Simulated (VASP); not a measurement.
# Fe3Os (Pm-3m) in VASP: a series of runs

Fe3Os is run at these levels: PBE, r2SCAN; tasks: single point, relaxation of cell and atoms.

All numbers are computed with VASP 6.6.1; they aren't measurements. Logs are shortened: lines on timing, memory, paths and dates and some standing lists are left out, and cuts for length are marked.

### 1 The cell of the first run

Symmetry: Pm-3m, No. 221, cubic system. Conventional cell: a = 3.567 Å, b = 3.567 Å, c = 3.567 Å, α = 90.00°, β = 90.00°, γ = 90.00°. Fe (site symmetry 4/mmm) has 8 Fe at 2.52 Å and 4 Os at 2.52 Å within 3.3 Å. Os (site symmetry m-3m) has 12 Fe at 2.52 Å within 3.3 Å.

### 2 Single point, PBE

Input file INCAR:

```
SYSTEM = Fe3Os
ALGO = Normal ; EDIFF = 1E-7
ENCUT = 520 ; GGA = PE
ISIF = 2 ; ISMEAR = 0
LASPH = .True. ; LCHARG = .False.
LREAL = .False. ; LWAVE = .False.
NBANDS = 24 ; NELM = 60
PREC = Accurate ; SIGMA = 0.1
```

Input file KPOINTS:

```
k-points
0
Gamma
  12 12 12
  0 0 0
```

Input file POSCAR:

```
Fe3Os
1.0
    3.5665632051      0.0000000000      0.0000000000
    0.0000000000      3.5665632051      0.0000000000
    0.0000000000      0.0000000000      3.5665632051
Fe Os
3 1
Direct
    0.0000000000      0.5000000000      0.5000000000
    0.5000000000      0.0000000000      0.5000000000
    0.5000000000      0.5000000000      0.0000000000
    0.0000000000      0.0000000000      0.0000000000
```

Potentials or basis: VASP PAW PBE potentials, release 64 (Fe, Os).

Launch:

```
$ cat potpaw_PBE.64/Fe/POTCAR potpaw_PBE.64/Os/POTCAR > POTCAR
$ mpirun -np 1 vasp_std > vasp.out
```

OUTCAR:

```text
SYSTEM = Fe3Os
   EDIFF = 1E-7
   ENCUT = 520
   GGA = PE
   ISIF = 2
   ISMEAR = 0
   LASPH = .True.
   LREAL = .False.
   NELM = 60
   PREC = Accurate

 ion  position               nearest neighbor table
   1  0.000  0.500  0.500-   2 2.52   3 2.52   4 2.52   3 2.52   4 2.52   2 2.52   4 2.52   4 2.52
                             2 2.52   3 2.52   3 2.52   2 2.52
   2  0.500  0.000  0.500-   1 2.52   3 2.52   4 2.52   3 2.52   4 2.52   1 2.52   3 2.52   3 2.52
                             1 2.52   4 2.52   4 2.52   1 2.52
   3  0.500  0.500  0.000-   1 2.52   2 2.52   4 2.52   1 2.52   2 2.52   2 2.52   4 2.52   2 2.52
                             1 2.52   4 2.52   1 2.52   4 2.52
   4  0.000  0.000  0.000-   1 2.52   2 2.52   3 2.52   1 2.52   2 2.52   1 2.52   3 2.52   1 2.52
                             2 2.52   3 2.52   2 2.52   3 2.52

  LATTYP: Found a simple cubic cell.
 ALAT       =     3.5665632051

  Lattice vectors:

 A1 = (   3.5665632051,   0.0000000000,   0.0000000000)
 A2 = (   0.0000000000,   3.5665632051,   0.0000000000)
 A3 = (   0.0000000000,   0.0000000000,   3.5665632051)

Analysis of symmetry for initial positions (statically):
=====================================================================
 Subroutine PRICEL returns:
 Original cell was already a primitive cell.

 Routine SETGRP: Setting up the symmetry group for a
 simple cubic supercell.

 Subroutine GETGRP returns: Found 48 space group operations
 (whereof 48 operations were pure point group operations)
 out of a pool of 48 trial point group operations.

The static configuration has the point symmetry O_h .

Analysis of symmetry for dynamics (positions and initial velocities):
=====================================================================
 Subroutine PRICEL returns:
 Original cell was already a primitive cell.

 Routine SETGRP: Setting up the symmetry group for a
 simple cubic supercell.

 Subroutine GETGRP returns: Found 48 space group operations
 (whereof 48 operations were pure point group operations)
 out of a pool of 48 trial point group operations.

The dynamic configuration has the point symmetry O_h .

 Subroutine INISYM returns: Found 48 space group operations
 (whereof 48 operations are pure point group operations),
 and found     1 'primitive' translations

----------------------------------------------------------------------------------------

                                     Primitive cell

  volume of cell :      45.3680

  direct lattice vectors                    reciprocal lattice vectors
     3.566563205  0.000000000  0.000000000     0.280381965  0.000000000  0.000000000
     0.000000000  3.566563205  0.000000000     0.000000000  0.280381965  0.000000000
     0.000000000  0.000000000  3.566563205     0.000000000  0.000000000  0.280381965

  length of vectors
     3.566563205  3.566563205  3.566563205     0.280381965  0.280381965  0.280381965

  position of ions in fractional coordinates (direct lattice)
     0.000000000  0.500000000  0.500000000
     0.500000000  0.000000000  0.500000000
     0.500000000  0.500000000  0.000000000
     0.000000000  0.000000000  0.000000000

  ion indices of the primitive-cell ions
   primitive index   ion index
                 1           1
                 2           2
                 3           3
                 4           4

----------------------------------------------------------------------------------------

 KPOINTS: k-points

Automatic generation of k-mesh.
 Grid dimensions read from file:
 generate k-points for:   12   12   12

 Generating k-lattice:

  Cartesian coordinates                     Fractional coordinates (reciprocal lattice)
     0.023365164  0.000000000  0.000000000     0.083333333  0.000000000  0.000000000
     0.000000000  0.023365164  0.000000000     0.000000000  0.083333333  0.000000000
     0.000000000  0.000000000  0.023365164     0.000000000  0.000000000  0.083333333

  Length of vectors
     0.023365164  0.023365164  0.023365164

  Shift w.r.t. Gamma in fractional coordinates (k-lattice)
     0.000000000  0.000000000  0.000000000

 Subroutine IBZKPT returns following result:
 ===========================================

 Found     84 irreducible k-points:

 Following reciprocal coordinates:
            Coordinates               Weight
  0.000000  0.000000  0.000000      1.000000
  0.083333  0.000000  0.000000      6.000000
  0.166667  0.000000  0.000000      6.000000
  0.250000  0.000000  0.000000      6.000000
  0.333333  0.000000  0.000000      6.000000
  0.416667  0.000000  0.000000      6.000000
[... 16 lines left out ...]
  0.333333  0.333333  0.000000     12.000000
  0.416667  0.333333  0.000000     24.000000
 [... further k-points ...]
   k-points           NKPTS =     84   k-points in BZ     NKDIM =     84   number of bands    NBANDS=     24
   number of dos      NEDOS =    301   number of ions     NIONS =      4
   total plane-waves  NPLWV =  21952
[... 28 lines left out ...]
   EMIN   =  10.00;   EMAX   =-10.00  energy-range for DOS
   EFERMI =   0.00;   METHOD = LEGACY
   ISMEAR =     0;   SIGMA  =   0.10  broadening in eV -4-tet -1-fermi 0-gaus
   EFERMI_NEDOS =   21; number of points for ismear=-14 and -15
   IALGO  =     38    algorithm
   IMIX   =      4    mixing-type and parameters
     AMIX     =   0.40;   BMIX     =  1.00
     AMIX_MAG =   1.60;   BMIX_MAG =  1.00
  volume/ion in A,a.u.               =      11.34        76.54
  Fermi-wavevector in a.u.,A,eV,Ry     =   1.457275  2.753851 28.894025  2.123651
  Thomas-Fermi vector in A             =   2.574096
   LORBIT       =      0    0 simple, 1 ext, 2 COOP (PROOUT), +10 PAW based schemes
   GGA     = PE    functional components
   LHFCALC =     F    Hartree Fock is set to
   AEXX    =    0.0000 exact exchange contribution
   IVDW    =     0    specifies the selected vdW correction
   LEPSILON=     F    determine dielectric tensor
   LRPA    =     F    only Hartree local field effects (RPA)
 non-spin polarized calculation
 Gauss-broadening in eV      SIGMA  =   0.10
  energy-cutoff  :      520.00
  volume of cell :       45.37
 maximum number of plane-waves:      1240
 NGX is ok and might be reduce to    28
   NGX = 13   NGY = 13   NGZ = 13

 number of electron      31.9999978 magnetization

 Free energy of the ion-electron system (eV)
  ---------------------------------------------------
  ext. energy  EPLUGINS =         0.00000000
  ---------------------------------------------------
  free energy    TOTEN  =       -35.40948825 eV

  energy without entropy =      -35.37549463  energy(sigma->0) =      -35.39249144

 E-fermi :   7.4258     XC(G=0): -13.7626

 val. band max:        7.4230044442   @ k =   0.2500   0.1667   0.0833
 cond. band min:       7.4356853638   @ k =   0.4167   0.1667   0.0833
 fundamental gap:      0.0126809196
 Fermi energy:         7.4257730608

 k-point     1 :       0.0000    0.0000    0.0000
  band No.  band energies     occupation
      1      -1.9932      2.00000
      2       1.2387      2.00000
      3       1.2387      2.00000
      4       2.5051      2.00000
      5       2.5051      2.00000
      6       2.5051      2.00000
[... 16 lines left out ...]
     23      10.3555      0.00000
     24      10.3555      0.00000

 k-point     2 :       0.0833    0.0000    0.0000
  band No.  band energies     occupation
      1      -1.8915      2.00000
      2       1.2956      2.00000
      3       1.3087      2.00000
      4       2.5429      2.00000
      5       2.5560      2.00000
      6       2.5560      2.00000
[... 16 lines left out ...]
     23      11.0938      0.00000
     24      11.0938      0.00000

 k-point     3 :       0.1667    0.0000    0.0000
  band No.  band energies     occupation
      1      -1.5935      2.00000
      2       1.4580      2.00000
      3       1.5018      2.00000
      4       2.6532      2.00000
      5       2.7074      2.00000
      6       2.7074      2.00000
[... 16 lines left out ...]
     23      12.1736      0.00000
     24      12.1736      0.00000
[... 514 lines left out ...]
 k-point    23 :       0.3333    0.3333    0.0000
  band No.  band energies     occupation
      1       0.7633      2.00000
      2       2.4088      2.00000
      3       3.0542      2.00000
      4       3.4449      2.00000
      5       3.4535      2.00000
      6       3.7560      2.00000
[... 16 lines left out ...]
     23      11.2820      0.00000
     24      14.2224      0.00000

 k-point    24 :       0.4167    0.3333    0.0000
  band No.  band energies     occupation
      1       1.3229      2.00000
      2       2.3375      2.00000
      3       3.2507      2.00000
      4       3.5638      2.00000
      5       3.6183      2.00000
      6       3.8708      2.00000
[... 16 lines left out ...]
     23      11.6159      0.00000
     24      13.3115      0.00000

 [... further k-points ...]

------------------------ aborting loop because EDIFF is reached ----------------------------------------

  FORCE on cell =-STRESS in cart. coord.  units (eV):
  Direction    XX          YY          ZZ          XY          YZ          ZX
  --------------------------------------------------------------------------------------
  -------------------------------------------------------------------------------------
  Total       -0.1082843     -0.1082843     -0.1082843     -0.0000000     -0.0000000      0.0000000
  in kB       -3.8240756     -3.8240756     -3.8240756     -0.0000000     -0.0000000      0.0000000
  external PRESSURE =      -3.8240756 kB  Pullay stress =       0.0000000 kB

 VOLUME and BASIS-vectors are now :
 -----------------------------------------------------------------------------
  energy-cutoff  :      520.00
  volume of cell :       45.37
      direct lattice vectors                 reciprocal lattice vectors
     3.566563205  0.000000000  0.000000000     0.280381965  0.000000000  0.000000000
     0.000000000  3.566563205  0.000000000     0.000000000  0.280381965  0.000000000
     0.000000000  0.000000000  3.566563205     0.000000000  0.000000000  0.280381965

 POSITION                                       TOTAL-FORCE (eV/Angst)
 -----------------------------------------------------------------------------------
      0.00000      1.78328      1.78328         0.000000      0.000000      0.000000
      1.78328      0.00000      1.78328         0.000000      0.000000      0.000000
      1.78328      1.78328      0.00000         0.000000      0.000000      0.000000
      0.00000      0.00000      0.00000         0.000000      0.000000      0.000000
 -----------------------------------------------------------------------------------
    total drift:                                0.000000      0.000000      0.000000

  FREE ENERGIE OF THE ION-ELECTRON SYSTEM (eV)
  ---------------------------------------------------
  free  energy   TOTEN  =       -35.4094882545 eV

  energy  without entropy=      -35.3754946317  energy(sigma->0) =      -35.39249144
```

It took 57 s on 1 thread of Intel Xeon Platinum 8488C (Sapphire Rapids), shared host; peak memory 0.22 GiB.

Results:

| Quantity | Value |
| --- | --- |
| Free energy | -35.4095 eV |
| Pressure | -0.4 GPa |
| Band gap on the k mesh | zero (band 16 reaches 8.43 eV, above the bottom of band 17 at 6.96 eV) |

Levels at points of the mesh, in eV from the Fermi level:
| k point | band 12 | band 13 | band 14 | band 15 | band 16 | band 17 | band 18 | band 19 | band 20 | band 21 |
| --- | --- | --- | --- | --- | --- | --- | --- | --- | --- | --- |
| (0.00, 0.00, 0.00) | -0.11 | 0.67 | 1.01 | 1.01 | 1.01 | 1.54 | 1.54 | 2.30 | 2.30 | 2.30 |
| (0.50, 0.00, 0.00) | -1.14 | -0.56 | -0.56 | -0.46 | -0.34 | -0.34 | -0.06 | 0.25 | 0.81 | 1.01 |
| (0.50, 0.50, 0.00) | -2.25 | -0.90 | -0.89 | -0.79 | -0.79 | -0.42 | -0.20 | 0.13 | 0.13 | 2.40 |
| (0.50, 0.50, 0.50) | -1.71 | -0.11 | 0.16 | 0.16 | 0.16 | 0.74 | 0.74 | 0.74 | 1.51 | 1.51 |

Caveat: spin-orbit coupling is left out, which moves the levels of the heavy elements. Spin polarisation is off, so any magnetic state and its effect on volume and gap are missing.

### 3 Single point, r2SCAN

POSCAR is that of step 2.

Input file INCAR.step1:

```
  PREC = Accurate
  ENCUT = 520
  ISMEAR = 0
  SIGMA = 0.1
  LREAL = False
  LASPH = True
  NELM = 80
  NBANDS = 24
  GGA = PE
  ALGO = Normal
  EDIFF = 1E-4
  LWAVE = True
  LCHARG = False
```

Input file INCAR.step2:

```
  PREC = Accurate
  ENCUT = 520
  EDIFF = 1E-7
  ISMEAR = 0
  SIGMA = 0.1
  LREAL = False
  LASPH = True
  NELM = 80
  ALGO = Normal
  ISIF = 2
  LWAVE = False
  LCHARG = False
  METAGGA = R2SCAN
  LMIXTAU = True
  NBANDS = 24
  ISTART = 1
```

Input file KPOINTS:

```
regular mesh
0
Gamma
  12 12 12
```

Potentials or basis: VASP PAW PBE potentials, release 64 (Fe, Os).

Launch:

```
$ cat potpaw_PBE.64/Fe/POTCAR potpaw_PBE.64/Os/POTCAR > POTCAR
$ cp INCAR.step1 INCAR
$ mpirun -np 1 vasp_std > vasp.out
$ cp INCAR.step2 INCAR
$ mpirun -np 1 vasp_std > vasp.out
```

Wall time 3.6 min (1 thread of Intel Xeon Platinum 8488C (Sapphire Rapids), shared host); peak memory 0.23 GiB.

It converged, with:

| Property | Result |
| --- | --- |
| Free energy | -93.7388 eV |
| Pressure | -8.3 GPa |
| Band gap on the k mesh | zero (band 16 reaches 8.37 eV, above the bottom of band 17 at 6.78 eV) |

Levels at points of the mesh, in eV from the Fermi level:
| k point | band 14 | band 15 | band 16 | band 17 | band 18 | band 19 |
| --- | --- | --- | --- | --- | --- | --- |
| (0.00, 0.00, 0.00) | 1.11 | 1.11 | 1.11 | 1.56 | 1.56 | 2.35 |
| (0.50, 0.00, 0.00) | -0.55 | -0.48 | -0.31 | -0.31 | -0.09 | 0.22 |
| (0.50, 0.50, 0.00) | -0.91 | -0.86 | -0.86 | -0.43 | -0.13 | 0.17 |
| (0.50, 0.50, 0.50) | 0.06 | 0.06 | 0.06 | 0.81 | 0.81 | 0.81 |

Caveat: the PAW data sets were made with another functional, which shifts forces and pressure a little; spin-orbit coupling is left out, which moves the levels of the heavy elements. Spin polarisation is off, so any magnetic state and its effect on volume and gap are missing.

### 4 Relaxation of cell and atoms, PBE

Input file INCAR:

```
  PREC = Accurate
  ENCUT = 600
  EDIFF = 1E-7
  ISMEAR = 0
  SIGMA = 0.1
  LREAL = False
  LASPH = True
  NELM = 100
  ALGO = Normal
  ISIF = 3
  LWAVE = False
  LCHARG = False
  GGA = PE
  IBRION = 2
  NSW = 100
  EDIFFG = -0.01
```

KPOINTS is that of step 3.

Input file POSCAR:

```
Fe3Os
1.0
    3.5647033046      0.0000000000      0.0000000000
    0.0000000000      3.5647033046      0.0000000000
    0.0000000000      0.0000000000      3.5647033046
Fe Os
3 1
Direct
    0.0000000000      0.5000000000      0.5000000000
    0.5000000000      0.0000000000      0.5000000000
    0.5000000000      0.5000000000      0.0000000000
    0.0000000000      0.0000000000      0.0000000000
```

Launch:

```
$ cat potpaw_PBE.64/Fe/POTCAR potpaw_PBE.64/Os/POTCAR > POTCAR
$ mpirun -np 1 vasp_std > vasp.out
```

Run time: 57 s. Hardware: 1 thread of Intel Xeon Platinum 8488C (Sapphire Rapids), shared host; peak memory 0.23 GiB.

Results (log left out):

```yaml
Free_energy: -35.4088 eV
Pressure_after_relaxing: 0.1 GPa
Band_gap_on_the_k_mesh: zero (band 16 reaches 8.46 eV, above the bottom of band 17 at 6.98 eV)
```

Final structure:
```
CELL_PARAMETERS angstrom
3.56470 0.00000 0.00000
0.00000 3.56470 0.00000
0.00000 0.00000 3.56470
ATOMIC_POSITIONS crystal
Fe 0.00000 0.50000 0.50000
Fe 0.50000 0.00000 0.50000
Fe 0.50000 0.50000 0.00000
Os 0.00000 0.00000 0.00000
```

Levels at points of the mesh, in eV from the Fermi level:
| k point | band 13 | band 14 | band 15 | band 16 | band 17 | band 18 | band 19 | band 20 |
| --- | --- | --- | --- | --- | --- | --- | --- | --- |
| (0.00, 0.00, 0.00) | 0.67 | 1.01 | 1.01 | 1.01 | 1.54 | 1.54 | 2.31 | 2.31 |
| (0.50, 0.00, 0.00) | -0.57 | -0.57 | -0.46 | -0.34 | -0.34 | -0.06 | 0.25 | 0.81 |
| (0.50, 0.50, 0.00) | -0.90 | -0.89 | -0.80 | -0.80 | -0.42 | -0.20 | 0.13 | 0.13 |
| (0.50, 0.50, 0.50) | -0.12 | 0.16 | 0.16 | 0.16 | 0.74 | 0.74 | 0.74 | 1.51 |

Caveat: the relaxation stopped at its first step, so nothing moved; spin-orbit coupling is left out, which moves the levels of the heavy elements. Spin polarisation is off, so any magnetic state and its effect on volume and gap are missing.

### 5 Single point, PBE, collinear spin, ferromagnetic start

Input file INCAR:

```
ALGO     = Normal         # electronic algorithm
EDIFF    = 1E-6           # SCF threshold, eV
ENCUT    = 520            # plane-wave cutoff, eV
GGA      = PE             # functional
ISIF     = 2              # what is computed and relaxed
ISMEAR   = 0              # smearing method
ISPIN    = 2              # spin polarisation
LASPH    = T              # aspherical terms in the spheres
LCHARG   = F              # write CHGCAR
LMAXMIX  = 4              # l up to which the mixer works
LORBIT   = 11             # projections on sites
LREAL    = F              # projectors in reciprocal space
LWAVE    = F              # write WAVECAR
MAGMOM   = 4.5 4.5 4.5 0  # initial moments
NBANDS   = 28             # bands
NELM     = 150            # most SCF steps
PREC     = Accurate       # precision mode
SIGMA    = 0.1            # smearing width, eV
```

Input file KPOINTS:

```
k-points
0
Gamma
  12 12 12
```

Input file POSCAR:

```
Fe3Os
1.0
    3.5665632051      0.0000000000      0.0000000000
    0.0000000000      3.5665632051      0.0000000000
    0.0000000000      0.0000000000      3.5665632051
Fe Os
3 1
Direct
    0.0000000000      0.5000000000      0.5000000000
    0.5000000000      0.0000000000      0.5000000000
    0.5000000000      0.5000000000      0.0000000000
    0.0000000000      0.0000000000      0.0000000000
```

Launch:

```
$ cat potpaw_PBE.64/Fe/POTCAR potpaw_PBE.64/Os/POTCAR > POTCAR
$ mpirun -np 1 vasp_std > vasp.out
```

Run time: 2.4 min. Hardware: 1 thread of Intel Xeon Platinum 8488C (Sapphire Rapids), shared host; peak memory 0.28 GiB.

The run converged. Its results:

```yaml
Free_energy: -35.4133 eV
Pressure: 0.0 GPa
Net_moment: 0.75 μB per cell
Site_moments: Fe +0.26; Os -0.03 μB
Valence_electrons_inside_the_program's_atomic_spheres: Fe 7.46; Os 7.48
```

Levels at points of the mesh, in eV from the Fermi level:
Spin up:
```csv
k point,band 14,band 15,band 16,band 17,band 18,band 19
"(0.00, 0.00, 0.00)",0.90,0.90,0.90,1.39,1.39,2.24
"(0.50, 0.00, 0.00)",-0.67,-0.65,-0.41,-0.41,-0.19,0.02
"(0.50, 0.50, 0.00)",-1.01,-1.01,-0.90,-0.54,-0.30,0.06
"(0.50, 0.50, 0.50)",0.14,0.14,0.14,0.60,0.60,0.60
```
Spin down:
```
           k point  band 13  band 14  band 15  band 16  band 17  band 18  band 19  band 20
(0.00, 0.00, 0.00)     0.83     1.08     1.08     1.08     1.67     1.67     2.35     2.35
(0.50, 0.00, 0.00)    -0.49    -0.49    -0.31    -0.30    -0.30     0.06     0.45     0.92
(0.50, 0.50, 0.00)    -0.90    -0.74    -0.61    -0.61    -0.33    -0.13     0.17     0.17
(0.50, 0.50, 0.50)    -0.12     0.15     0.15     0.15     0.85     0.85     0.85     1.62
```

Caveat: spin-orbit coupling is left out, which moves the levels of the heavy elements; the moment fell far below its start of 4.5 μB, so a state of higher moment may lie lower in energy.

### 6 Summary

```tsv
task	level	spin	cell	cutoff (eV)	gap on the mesh (eV)	pressure (GPa)
single point	PBE	off	a = 3.567 Å, 4 atoms	520	none	-0.4
single point	r2SCAN	off	a = 3.567 Å, 4 atoms	520	none	-8.3
relaxation of cell and atoms	PBE	off	relaxed from a = 3.565 Å, 4 atoms	600	none	0.1
single point	PBE	collinear, ferromagnetic start	a = 3.567 Å, 4 atoms	520	none	0.0
```

Alike in all rows: potentials or basis VASP PAW PBE potentials, release 64 (Fe, Os); k mesh 12 × 12 × 12; smearing gaussian 0.1 eV.

Every run on the cell as given and a fine mesh finds a metal. The pressure there spans -8.3 GPa (r2SCAN) to 0.0 GPa (PBE); a positive pressure means that this level wants a larger cell, a negative one a smaller.

Caveats: spin-orbit coupling is left out, which moves the levels of the heavy elements; the PAW data sets were made with another functional, which shifts forces and pressure a little (some runs); the relaxation stopped at its first step, so nothing moved (some runs); the moment fell far below its start of 4.5 μB, so a state of higher moment may lie lower in energy (some runs).

Total energies depend on the potentials used, so only differences within one code and one set of settings carry meaning.
